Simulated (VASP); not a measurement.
Input of a VASP 6.6.1 run:

INCAR

```
SYSTEM = BaZnSbCl
  PREC = Accurate
  ENCUT = 520
  EDIFF = 1E-7
  ISMEAR = -1
  SIGMA = 0.1
  LREAL = .False.
  LASPH = .True.
  NELM = 100
  ALGO = Normal
  ISIF = 2
  LWAVE = .False.
  LCHARG = .True.
  GGA = PE
  LELF = .True.
  LVHAR = .True.
  NBANDS = 44
```

KPOINTS

```
Automatic mesh
0
Gamma
  4 4 2
  0 0 0
```

The input POSCAR:

```
BaZnSbCl
1.0
    4.7021810000      0.0000000000      0.0000000000
    0.0000000000      4.7021810000      0.0000000000
    0.0000000000      0.0000000000     10.3602020000
Ba Cl Zn Sb
2 2 2 2
Direct
    0.7500000000      0.7500000000      0.3507900000
    0.2500000000      0.2500000000      0.6492100000
    0.2500000000      0.7500000000      0.5000000000
    0.7500000000      0.2500000000      0.5000000000
    0.2500000000      0.7500000000      0.0000000000
    0.7500000000      0.2500000000      0.0000000000
    0.2500000000      0.2500000000      0.1660400000
    0.7500000000      0.7500000000      0.8339600000
```

Potentials or basis: VASP PAW PBE potentials, release 64 (Ba_sv, Cl, Zn, Sb).

Run with:

```console
$ cat potpaw_PBE.64/Ba_sv/POTCAR potpaw_PBE.64/Cl/POTCAR potpaw_PBE.64/Zn/POTCAR potpaw_PBE.64/Sb/POTCAR > POTCAR
$ mpirun -np 1 vasp_std > vasp.out
```

**Question.** Estimate the largest force.

**Answer.** 3.379 eV/Å.

**Question.** Estimate the band gap on the k mesh.

**Answer.** Zero (band 34 reaches 4.06 eV, above the bottom of band 35 at 3.99 eV).

Forces on the atoms (eV/Å):
```
Ba   0.000  0.000 -3.379
Ba   0.000  0.000  3.379
Cl   0.000  0.000  0.000
Cl   0.000  0.000  0.000
Zn   0.000  0.000  0.000
Zn   0.000  0.000  0.000
Sb   0.000  0.000 -0.574
Sb   0.000  0.000  0.574
```

Caveat: spin-orbit coupling is left out, which moves the levels of the heavy elements; forces of over 1 eV/Å act on the atoms, so gaps and moduli don't describe the material at rest.
